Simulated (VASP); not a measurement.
A run of VASP 6.6.1 is set up as follows.

The input INCAR:

```
ALGO     = Normal         # electronic algorithm
EDIFF    = 1E-8           # SCF threshold, eV
ENCUT    = 520            # plane-wave cutoff, eV
GGA      = PE             # functional
ISIF     = 2              # what is computed and relaxed
ISMEAR   = -1             # smearing method
LASPH    = T              # aspherical terms in the spheres
LCHARG   = F              # write CHGCAR
LEFG     = T            
LREAL    = F              # projectors in reciprocal space
LWAVE    = F              # write WAVECAR
NBANDS   = 20             # bands
NELM     = 60             # most SCF steps
PREC     = Accurate       # precision mode
SIGMA    = 0.05           # smearing width, eV
```

Contents of KPOINTS:

```
k-points
0
Gamma
  13 13 13
```

File POSCAR:

```
MoS2
1.0
    1.5492157804      0.8944401478      5.9983290071
   -1.5492157804      0.8944401478      5.9983290071
    0.0000000000     -1.7888802957      5.9983290071
Mo S
1 2
Direct
    0.0000000000      0.0000000000      0.0000000000
    0.7484000000      0.7484000000      0.7484000000
    0.5849000000      0.5849000000      0.5849000000
```

Potentials or basis: VASP PAW PBE potentials, release 64 (Mo_sv, S).

The run is started by

```sh
$ cat potpaw_PBE.64/Mo_sv/POTCAR potpaw_PBE.64/S/POTCAR > POTCAR
$ mpirun -np 1 vasp_std > vasp.out
```

What does it give for the band gap on the k mesh?

0.75 eV (least direct gap 1.97 eV).

What does it give for the largest force?

2.535 eV/Å.

Predict the pressure.

21.5 GPa.

Forces on the atoms (eV/Å):
```
Mo   0.000  0.000 -0.003
S    0.000  0.000  2.535
S    0.000  0.000 -2.532
```

Caveat: the cell stands under pressure; without QUAD_EFG the Cq values of the log hold for a quadrupole moment of 1 mb, not for the nuclei; an odd mesh through Γ misses points on the zone boundary, where band edges can lie; forces of over 1 eV/Å act on the atoms, so gaps and moduli don't describe the material at rest.
